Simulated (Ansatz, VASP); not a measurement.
**Two plane-wave programs on Pt**

```
Pt
1.0
     2.58862    0.00000    0.00000
     0.00000    2.58862    0.00000
     0.00000    0.00000    2.58862
Pt
1
Direct
  0.00000 0.00000 0.00000
```

Alike in both runs: functional PBEsol; k mesh 6 × 6 × 6; occupations gaussian, width 0.1 eV; no spin polarisation.

Ansatz relaxed the structure, and its values are those at the end. VASP's run is a single point on that final structure, the one shown.

|  | VASP | Ansatz |
| --- | --- | --- |
| version | VASP 6.6.1 | Ansatz 0.2.0 |
| potentials or method | VASP PAW PBE potentials, release 64 (Pt), cutoff 500 eV | scalar-relativistic, plane waves, PAW |
| valence electrons in the cell | 10 | 18 |

```tsv
	VASP	Ansatz	Ansatz less VASP
gap on the k mesh at the Fermi level (eV)	none	none	-
pressure (GPa)	-0.4	0.1	+0.50
```

VASP's potentials were made for PBE, not for PBEsol. A gap of «none» marks a metal or a gap that the smearing closes. The functional is the same, so the differences come from potentials, cutoffs and numerics. VASP's potentials hold 10 valence electrons a cell and Ansatz's 18, so a difference there can come from the potentials and not from the codes.

The k mesh is coarse, so the values compare programs but aren't converged. Neither program's run includes spin-orbit coupling.
